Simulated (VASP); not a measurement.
# MgO (P6_3/mmc) in VASP: notebook

The runs below take MgO through single point, with r2SCAN.

All numbers are computed with VASP 6.6.1; they aren't measurements. Logs are shortened: lines on timing, memory, paths and dates and some standing lists are left out, and cuts for length are marked.

**1. The cell of the first run**

Symmetry: P6_3/mmc, No. 194, hexagonal system. The conventional cell has a = 3.415 Å, b = 3.415 Å, c = 4.093 Å, α = 90.00°, β = 90.00°, γ = 120.00°. Within 2.6 Å of Mg (site symmetry -6m2) lie 5 O at 1.97 to 2.05 Å. Within 2.6 Å of O (site symmetry -6m2) lie 5 Mg at 1.97 to 2.05 Å.

**2. Single point, r2SCAN**

File POSCAR:

```
MgO
1.0
    3.4152073240      0.0000000000      0.0000000000
   -1.7076036621      2.9576563018      0.0000000000
    0.0000000000      0.0000000000      4.0927511408
Mg O
2 2
Direct
    0.6666666700      0.3333333300      0.7500000000
    0.3333333300      0.6666666700      0.2500000000
    0.6666666700      0.3333333300      0.2500000000
    0.3333333300      0.6666666700      0.7500000000
```

File INCAR.step1:

```
ALGO = Normal ; EDIFF = 1E-5
ENCUT = 660 ; GGA = PE
GGA_COMPAT = F ; ISMEAR = 0
LASPH = T ; LCHARG = F
LREAL = F ; LWAVE = T
NBANDS = 24 ; NELM = 120
PREC = Accurate ; SIGMA = 0.05
```

File INCAR.step2:

```
ALGO = Normal ; EDIFF = 1E-6
ENCUT = 660 ; GGA_COMPAT = F
ISIF = 2 ; ISMEAR = 0
ISTART = 1 ; LASPH = T
LCHARG = F ; LMIXTAU = T
LREAL = F ; LWAVE = F
METAGGA = R2SCAN ; NBANDS = 24
NELM = 120 ; PREC = Accurate
SIGMA = 0.05
```

File KPOINTS:

```
k-points
0
Gamma
  9 9 8
```

Potentials or basis: VASP PAW PBE potentials, release 64 (Mg_sv, O).

On the command line:

```console
> cat potpaw_PBE.64/Mg_sv/POTCAR potpaw_PBE.64/O/POTCAR > POTCAR
> cp INCAR.step1 INCAR
> mpirun -np 1 vasp_std > vasp.out
> cp INCAR.step2 INCAR
> mpirun -np 1 vasp_std > vasp.out
```

OUTCAR:

```text
EDIFF = 1E-6
   ENCUT = 660
   ISIF = 2
   ISMEAR = 0
   ISTART = 1
   LASPH = T
   LREAL = F
   METAGGA = R2SCAN
   NELM = 120
   PREC = Accurate

 ion  position               nearest neighbor table
   1  0.667  0.333  0.750-   4 1.97   4 1.97   4 1.97   3 2.05   3 2.05
   2  0.333  0.667  0.250-   3 1.97   3 1.97   3 1.97   4 2.05   4 2.05
   3  0.667  0.333  0.250-   2 1.97   2 1.97   2 1.97   1 2.05   1 2.05
   4  0.333  0.667  0.750-   1 1.97   1 1.97   1 1.97   2 2.05   2 2.05

  LATTYP: Found a hexagonal cell.
 ALAT       =     3.4152073240
 C/A-ratio  =     1.1983902447

  Lattice vectors:

 A1 = (   3.4152073240,   0.0000000000,   0.0000000000)
 A2 = (  -1.7076036621,   2.9576563018,   0.0000000000)
 A3 = (   0.0000000000,   0.0000000000,   4.0927511408)

Analysis of symmetry for initial positions (statically):
=====================================================================
 Subroutine PRICEL returns:
 Original cell was already a primitive cell.

 Routine SETGRP: Setting up the symmetry group for a
 hexagonal supercell.

 Subroutine GETGRP returns: Found 24 space group operations
 (whereof 12 operations were pure point group operations)
 out of a pool of 24 trial point group operations.

The static configuration has the point symmetry D_3d.
 The point group associated with its full space group is D_6h.

Analysis of symmetry for dynamics (positions and initial velocities):
=====================================================================
 Subroutine PRICEL returns:
 Original cell was already a primitive cell.

 Routine SETGRP: Setting up the symmetry group for a
 hexagonal supercell.

 Subroutine GETGRP returns: Found 24 space group operations
 (whereof 12 operations were pure point group operations)
 out of a pool of 24 trial point group operations.

The dynamic configuration has the point symmetry D_3d.
 The point group associated with its full space group is D_6h.

 Subroutine INISYM returns: Found 24 space group operations
 (whereof 12 operations are pure point group operations),
 and found     1 'primitive' translations

----------------------------------------------------------------------------------------

                                     Primitive cell

  volume of cell :      41.3409

  direct lattice vectors                    reciprocal lattice vectors
     3.415207324  0.000000000  0.000000000     0.292807992  0.169052773  0.000000000
    -1.707603662  2.957656302  0.000000000     0.000000000  0.338105546  0.000000000
[... 84 lines left out ...]
   LNONCOLLINEAR =      F non collinear calculations
   LSORBIT =      F    spin-orbit coupling
   LASPH  =      T    aspherical Exc in radial PAW
   ENCUT  =  660.0 eV  48.51 Ry    6.96 a.u.   7.15  7.15  8.57*2*pi/ulx,y,z
   NELM   =    120;   NELMIN=  2; NELMDL=  0     # of ELM steps
   EDIFF  = 0.1E-05   stopping-criterion for ELM
   LREAL  =      F    real-space projection
[... 7 lines left out ...]
   TEBEG  =    0.0;   TEEND  =   0.0 temperature during run
   PSTRESS=    0.0 pullay stress
   NELECT =      32.0000    total number of electrons
   NUPDOWN=      -1.0000    fix difference up-down
   EMIN   =  10.00;   EMAX   =-10.00  energy-range for DOS
   EFERMI =   0.00;   METHOD = LEGACY
   ISMEAR =     0;   SIGMA  =   0.05  broadening in eV -4-tet -1-fermi 0-gaus
   EFERMI_NEDOS =   21; number of points for ismear=-14 and -15
   IALGO  =     38    algorithm
   IMIX   =      4    mixing-type and parameters
     AMIX     =   0.40;   BMIX     =  1.00
     AMIX_MAG =   1.60;   BMIX_MAG =  1.00
  volume/ion in A,a.u.               =      10.34        69.75
  Fermi-wavevector in a.u.,A,eV,Ry     =   1.503135  2.840514 30.741224  2.259416
  Thomas-Fermi vector in A             =   2.614285
   LORBIT       =      0    0 simple, 1 ext, 2 COOP (PROOUT), +10 PAW based schemes
   METAGGA = R2SCAN    functional components
   LHFCALC =     F    Hartree Fock is set to
   AEXX    =    0.0000 exact exchange contribution
   IVDW    =     0    specifies the selected vdW correction
   LEPSILON=     F    determine dielectric tensor
   LRPA    =     F    only Hartree local field effects (RPA)
 non-spin polarized calculation
 Gauss-broadening in eV      SIGMA  =   0.05
  energy-cutoff  :      660.00
  volume of cell :       41.34
 maximum number of plane-waves:      1617
 NGX is ok and might be reduce to    30
   NGX = 15   NGY = 15   NGZ = 17

 number of electron      31.9999949 magnetization

 Free energy of the ion-electron system (eV)
  ---------------------------------------------------
  ext. energy  EPLUGINS =         0.00000000
  ---------------------------------------------------
  free energy    TOTEN  =       -32.00222401 eV

  energy without entropy =      -32.00222401  energy(sigma->0) =      -32.00222401

 E-fermi :   2.2137     XC(G=0): -11.2602

 val. band max:        1.7625808515   @ k =   0.0000   0.0000   0.0000
 cond. band min:       6.2037067596   @ k =   0.0000   0.0000   0.0000
 fundamental gap:      4.4411259081
 Fermi energy:         2.2137209508

 k-point     1 :       0.0000    0.0000    0.0000
  band No.  band energies     occupation
      1     -72.9139      2.00000
      2     -72.8980      2.00000
      3     -38.0824      2.00000
      4     -38.0571      2.00000
      5     -38.0571      2.00000
      6     -38.0235      2.00000
[... 637 lines left out ...]
     23      17.4070      0.00000
     24      20.0152      0.00000

 [... further k-points ...]

------------------------ aborting loop because EDIFF is reached ----------------------------------------

  FORCE on cell =-STRESS in cart. coord.  units (eV):
  Direction    XX          YY          ZZ          XY          YZ          ZX
  --------------------------------------------------------------------------------------
  -------------------------------------------------------------------------------------
  Total        2.4052905      2.4052905      2.7610735     -0.0000000      0.0000000     -0.0000000
  in kB       93.2176173     93.2176173    107.0060765     -0.0000000      0.0000000     -0.0000000
  external PRESSURE =      97.8137704 kB  Pullay stress =       0.0000000 kB

 VOLUME and BASIS-vectors are now :
 -----------------------------------------------------------------------------
  energy-cutoff  :      660.00
  volume of cell :       41.34
      direct lattice vectors                 reciprocal lattice vectors
     3.415207324  0.000000000  0.000000000     0.292807992  0.169052773  0.000000000
    -1.707603662  2.957656302  0.000000000     0.000000000  0.338105546  0.000000000
     0.000000000  0.000000000  4.092751141     0.000000000  0.000000000  0.244334426

 POSITION                                       TOTAL-FORCE (eV/Angst)
 -----------------------------------------------------------------------------------
      1.70760      0.98589      3.06956         0.000000     -0.000000      0.000000
     -0.00000      1.97177      1.02319        -0.000000      0.000000      0.000000
      1.70760      0.98589      1.02319        -0.000000      0.000000      0.000000
     -0.00000      1.97177      3.06956        -0.000000     -0.000000      0.000000
 -----------------------------------------------------------------------------------
    total drift:                               -0.000005      0.000003     -0.000000

  FREE ENERGIE OF THE ION-ELECTRON SYSTEM (eV)
  ---------------------------------------------------
  free  energy   TOTEN  =       -32.0022240067 eV

  energy  without entropy=      -32.0022240067  energy(sigma->0) =      -32.00222401
```

OSZICAR.step1:

```text
N       E                     dE             d eps       ncg     rms          rms(c)
DAV:   1     0.385575657668E+03    0.38558E+03   -0.23946E+04  3000   0.184E+03
DAV:   2     0.695630109037E+01   -0.37862E+03   -0.36513E+03  3344   0.540E+02
DAV:   3    -0.249262694393E+02   -0.31883E+02   -0.31338E+02  4824   0.122E+02
DAV:   4    -0.275240523855E+02   -0.25978E+01   -0.25933E+01  3192   0.328E+01
DAV:   5    -0.276233567410E+02   -0.99304E-01   -0.99301E-01  3576   0.483E+00    0.130E+01
DAV:   6    -0.235037820260E+02    0.41196E+01   -0.99807E+00  3152   0.206E+01    0.408E+00
DAV:   7    -0.234760532030E+02    0.27729E-01   -0.41945E-01  3488   0.460E+00    0.247E+00
DAV:   8    -0.234568417575E+02    0.19211E-01   -0.10749E-01  3064   0.296E+00    0.486E-01
DAV:   9    -0.234537046974E+02    0.31371E-02   -0.14531E-02  4168   0.879E-01    0.151E-01
DAV:  10    -0.234545955079E+02   -0.89081E-03   -0.13671E-03  3008   0.250E-01    0.498E-02
DAV:  11    -0.234546047771E+02   -0.92692E-05   -0.66851E-05  2912   0.782E-02
   1 F= -.23454605E+02 E0= -.23454605E+02  d E =-.102668E-21
```

Wall time 2.4 min (1 thread of Intel Xeon 6975P-C (Granite Rapids), shared host); peak memory 0.21 GiB.

Results:

```
Free energy            : -32.0022 eV
Pressure               : 9.8 GPa
Band gap on the k mesh : 4.44 eV
```

Caveat: the cell stands under pressure; the PAW data sets were made with another functional, which shifts forces and pressure a little; an odd mesh through Γ misses points on the zone boundary, where band edges can lie.

**3. Single point, r2SCAN**

This run uses another cell than the first one, of 10.99 Å³/atom.

File POSCAR:

```
MgO
1.0
    3.4863778627      0.0000000000      0.0000000000
   -1.7431889314      3.0192917963      0.0000000000
    0.0000000000      0.0000000000      4.1780412200
Mg O
2 2
Direct
    0.6666666700      0.3333333300      0.7500000000
    0.3333333300      0.6666666700      0.2500000000
    0.6666666700      0.3333333300      0.2500000000
    0.3333333300      0.6666666700      0.7500000000
```

File INCAR.step1:

```
SYSTEM = MgO
ALGO     = Normal         ! electronic algorithm
EDIFF    = 1E-5           ! SCF threshold, eV
ENCUT    = 750            ! plane-wave cutoff, eV
GGA      = PE             ! functional
GGA_COMPAT= .FALSE.      
ISMEAR   = 0              ! smearing method
LASPH    = .TRUE.         ! aspherical terms in the spheres
LCHARG   = .FALSE.        ! write CHGCAR
LREAL    = .FALSE.        ! projectors in reciprocal space
LWAVE    = .TRUE.         ! write WAVECAR
NBANDS   = 24             ! bands
NELM     = 120            ! most SCF steps
PREC     = Accurate       ! precision mode
SIGMA    = 0.05           ! smearing width, eV
```

File INCAR.step2:

```
SYSTEM = MgO
ALGO     = Normal         ! electronic algorithm
EDIFF    = 1E-6           ! SCF threshold, eV
ENCUT    = 750            ! plane-wave cutoff, eV
GGA_COMPAT= .FALSE.      
ISIF     = 2              ! what is computed and relaxed
ISMEAR   = 0              ! smearing method
ISTART   = 1            
LASPH    = .TRUE.         ! aspherical terms in the spheres
LCHARG   = .FALSE.        ! write CHGCAR
LMIXTAU  = .TRUE.       
LREAL    = .FALSE.        ! projectors in reciprocal space
LWAVE    = .FALSE.        ! write WAVECAR
METAGGA  = R2SCAN         ! meta-GGA
NBANDS   = 24             ! bands
NELM     = 120            ! most SCF steps
PREC     = Accurate       ! precision mode
SIGMA    = 0.05           ! smearing width, eV
```

File KPOINTS:

```
k-points
0
G
  9 9 8
  0 0 0
```

Potentials or basis: VASP PAW PBE potentials, release 64 (Mg_sv, O).

On the command line:

```console
> cat potpaw_PBE.64/Mg_sv/POTCAR potpaw_PBE.64/O/POTCAR > POTCAR
> cp INCAR.step1 INCAR
> mpirun -np 1 vasp_std > vasp.out
> cp INCAR.step2 INCAR
> mpirun -np 1 vasp_std > vasp.out
```

OUTCAR:

```text
SYSTEM = MgO
   EDIFF = 1E-6
   ENCUT = 750
   ISIF = 2
   ISMEAR = 0
   ISTART = 1
   LASPH = .TRUE.
   LREAL = .FALSE.
   METAGGA = R2SCAN
   NELM = 120
   PREC = Accurate

 ion  position               nearest neighbor table
   1  0.667  0.333  0.750-   4 2.01   4 2.01   4 2.01   3 2.09   3 2.09
   2  0.333  0.667  0.250-   3 2.01   3 2.01   3 2.01   4 2.09   4 2.09
   3  0.667  0.333  0.250-   2 2.01   2 2.01   2 2.01   1 2.09   1 2.09
   4  0.333  0.667  0.750-   1 2.01   1 2.01   1 2.01   2 2.09   2 2.09

  LATTYP: Found a hexagonal cell.
[... 850 lines left out ...]
  Direction    XX          YY          ZZ          XY          YZ          ZX
  --------------------------------------------------------------------------------------
  -------------------------------------------------------------------------------------
  Total       -0.0145623     -0.0145623      0.0682814      0.0000000     -0.0000000      0.0000000
  in kB       -0.5305050     -0.5305050      2.4874856      0.0000000     -0.0000000      0.0000000
  external PRESSURE =       0.4754918 kB  Pullay stress =       0.0000000 kB

 VOLUME and BASIS-vectors are now :
 -----------------------------------------------------------------------------
  energy-cutoff  :      750.00
  volume of cell :       43.98
      direct lattice vectors                 reciprocal lattice vectors
     3.486377863  0.000000000  0.000000000     0.286830642  0.165601748  0.000000000
    -1.743188931  3.019291796  0.000000000     0.000000000  0.331203497  0.000000000
     0.000000000  0.000000000  4.178041220     0.000000000  0.000000000  0.239346609

 POSITION                                       TOTAL-FORCE (eV/Angst)
 -----------------------------------------------------------------------------------
      1.74319      1.00643      3.13353         0.000000      0.000000      0.000000
     -0.00000      2.01286      1.04451         0.000000      0.000000      0.000000
      1.74319      1.00643      1.04451         0.000000      0.000000      0.000000
     -0.00000      2.01286      3.13353        -0.000000     -0.000000      0.000000
 -----------------------------------------------------------------------------------
    total drift:                               -0.000005      0.000003     -0.000000

  FREE ENERGIE OF THE ION-ELECTRON SYSTEM (eV)
  ---------------------------------------------------
  free  energy   TOTEN  =       -32.0730352725 eV

  energy  without entropy=      -32.0730352725  energy(sigma->0) =      -32.07303527
```

Run time: 4.9 min. Hardware: 1 thread of AMD EPYC 9R14 (Zen 4), shared host; peak memory 0.23 GiB.

Results:

| Quantity | Value |
| --- | --- |
| Free energy | -32.0730 eV |
| Pressure | 0.0 GPa |
| Band gap on the k mesh | 4.11 eV |

Caveat: the PAW data sets were made with another functional, which shifts forces and pressure a little; an odd mesh through Γ misses points on the zone boundary, where band edges can lie.

**4. Single point, r2SCAN**

File POSCAR:

```
MgO
1.0
    3.4152073240      0.0000000000      0.0000000000
   -1.7076036621      2.9576563018      0.0000000000
    0.0000000000      0.0000000000      4.0927511408
Mg O
2 2
Direct
    0.6666666700      0.3333333300      0.7500000000
    0.3333333300      0.6666666700      0.2500000000
    0.6666666700      0.3333333300      0.2500000000
    0.3333333300      0.6666666700      0.7500000000
```

File INCAR.step1:

```
ALGO = Normal ; EDIFF = 1E-5
ENCUT = 750 ; GGA = PE
GGA_COMPAT = F ; ISMEAR = 0
LASPH = T ; LCHARG = F
LREAL = F ; LWAVE = T
NBANDS = 24 ; NELM = 120
PREC = Accurate ; SIGMA = 0.05
```

File INCAR.step2:

```
ALGO = Normal ; EDIFF = 1E-6
ENCUT = 750 ; GGA_COMPAT = F
ISIF = 2 ; ISMEAR = 0
ISTART = 1 ; LASPH = T
LCHARG = F ; LMIXTAU = T
LREAL = F ; LWAVE = F
METAGGA = R2SCAN ; NBANDS = 24
NELM = 120 ; PREC = Accurate
SIGMA = 0.05
```

File KPOINTS:

```
k-points
0
Gamma
  9 9 8
```

On the command line:

```console
> cat potpaw_PBE.64/Mg_sv/POTCAR potpaw_PBE.64/O/POTCAR > POTCAR
> cp INCAR.step1 INCAR
> mpirun -np 1 vasp_std > vasp.out
> cp INCAR.step2 INCAR
> mpirun -np 1 vasp_std > vasp.out
```

Wall time 3.3 min (1 thread of AMD EPYC 9R45 (Zen 5), shared host); peak memory 0.22 GiB.

The run converged. Its results:

- Free energy: -31.9827 eV
- Pressure: 9.6 GPa
- Band gap on the k mesh: 4.44 eV

Stress tensor (GPa, compression positive):
```
 9.23  0.00  0.00
 0.00  9.23  0.00
 0.00  0.00 10.40
```

Levels at points of the mesh, in eV from the valence-band top:
```tsv
k point	band 12	band 13	band 14	band 15	band 16	band 17	band 18	band 19	band 20	band 21
(0.00, 0.00, 0.00)	-1.88	-1.88	-0.92	-0.92	0.00	4.44	10.99	13.73	13.95	13.95
(0.00, 0.00, 0.50)	-2.53	-1.42	-1.42	-1.42	-1.42	7.52	7.52	14.32	14.32	14.32
```

Caveat: the cell stands under pressure; the PAW data sets were made with another functional, which shifts forces and pressure a little; an odd mesh through Γ misses points on the zone boundary, where band edges can lie.

**5. The runs side by side**

```tsv
cell	cutoff (eV)	mended	gap on the mesh (eV)	pressure (GPa)
a = 3.415, b = 3.415, c = 4.093 Å, angles 90.0, 90.0, 120.0°, 4 atoms	660	-	4.44	9.8
a = 3.486, b = 3.486, c = 4.178 Å, angles 90.0, 90.0, 120.0°, 4 atoms	750	yes	4.11	0.0
a = 3.415, b = 3.415, c = 4.093 Å, angles 90.0, 90.0, 120.0°, 4 atoms	750	yes	4.44	9.6
```

Alike in all rows: task single point; level r2SCAN; potentials or basis VASP PAW PBE potentials, release 64 (Mg_sv, O); no spin polarisation; k mesh 9 × 9 × 8; smearing gaussian 0.05 eV.

Caveats: the PAW data sets were made with another functional, which shifts forces and pressure a little; an odd mesh through Γ misses points on the zone boundary, where band edges can lie; the cell stands under pressure (at least some runs).

Total energies depend on the potentials used, so only differences within one code and one set of settings carry meaning.
